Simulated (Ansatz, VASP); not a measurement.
SrO: VASP beside Ansatz

```xyz
4
Lattice="4.2755 0.0160 0.0000 -2.1238 3.6946 0.0000 0.0000 0.0000 5.1556" Properties=species:S:1:pos:R:3 pbc="T T T"
Sr    0.0093    2.4684    4.8366
Sr    2.1424    1.2422    2.2588
O     0.0093    2.4684    2.2523
O     2.1424    1.2422    4.8301
```

Change from the starting cell: strain +0.0075 x Voigt [0, 0, 0, 0, 0, 1], atoms carried along.

Alike in both runs: task single point; functional LDA; k mesh 9 × 9 × 6; occupations gaussian, width 0.05 eV; no spin polarisation.

|  | VASP | Ansatz |
| --- | --- | --- |
| version | VASP 6.6.1 | Ansatz 0.2.0 |
| potentials or method | VASP PAW LDA potentials, release 64 (Sr_sv, O), cutoff 520 eV | scalar-relativistic, plane waves, PAW |
| valence electrons in the cell | 32 | 32 |

VASP gave:

| Quantity | Value |
| --- | --- |
| gap on the k mesh at the Fermi level (eV) | 2.45 |
| least direct gap on the mesh (eV) | 2.45 |
| pressure (GPa) | -4.0 |
| traceless stress, the component that is largest in VASP (GPa) | -0.35 |
| rms of the force components (eV/Å) | 0.020 |

Which values does Ansatz return?

gap on the k mesh at the Fermi level (eV): 2.46; least direct gap on the mesh (eV): 2.46; pressure (GPa): -4.5; traceless stress, the component that is largest in VASP (GPa): -0.37; rms of the force components (eV/Å): 0.018.

LDA's correlation is that of Perdew and Zunger in VASP and of Perdew and Wang (1992) in Ansatz. Atom by atom the forces differ by 0.002 eV/Å (rms over components).
